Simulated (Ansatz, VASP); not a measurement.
Ga7As: VASP beside Ansatz

```
Ga As
1.0
     0.00000    4.24866    4.24866
     4.24866    0.00000    4.24866
     4.24866    4.24866    0.00000
Ga As
7 1
Cartesian
  4.2487 4.2487 4.2487
  2.1243 2.1243 0.0000
  2.1243 4.2487 2.1243
  4.2487 2.1243 2.1243
  2.1243 2.1243 4.2487
  2.1243 0.0000 2.1243
  0.0000 2.1243 2.1243
  0.0000 0.0000 0.0000
```

Change from the starting cell: species swapped into the Mg7Sc type (Fm-3m, No. 225).

Alike in both runs: functional PBE; k mesh 6 × 6 × 6; occupations gaussian, width 0.1 eV; no spin polarisation.

Ansatz relaxed the structure, and its values are those at the end. VASP's run is a single point on that final structure, the one shown.

|  | VASP | Ansatz |
| --- | --- | --- |
| version | VASP 6.6.1 | Ansatz 0.2.0 |
| potentials or method | VASP PAW PBE potentials, release 64 (Ga_d, As), cutoff 520 eV | scalar-relativistic, plane waves, PAW |
| valence electrons in the cell | 96 | 106 |

|  | VASP | Ansatz | Ansatz less VASP |
| --- | --- | --- | --- |
| gap on the k mesh at the Fermi level (eV) | none | none | - |
| pressure (GPa) | 0.1 | 0.0 | -0.08 |

A gap of «none» marks a metal or a gap that the smearing closes. VASP's potentials hold 96 valence electrons a cell and Ansatz's 106, so a difference there can come from the potentials and not from the codes.
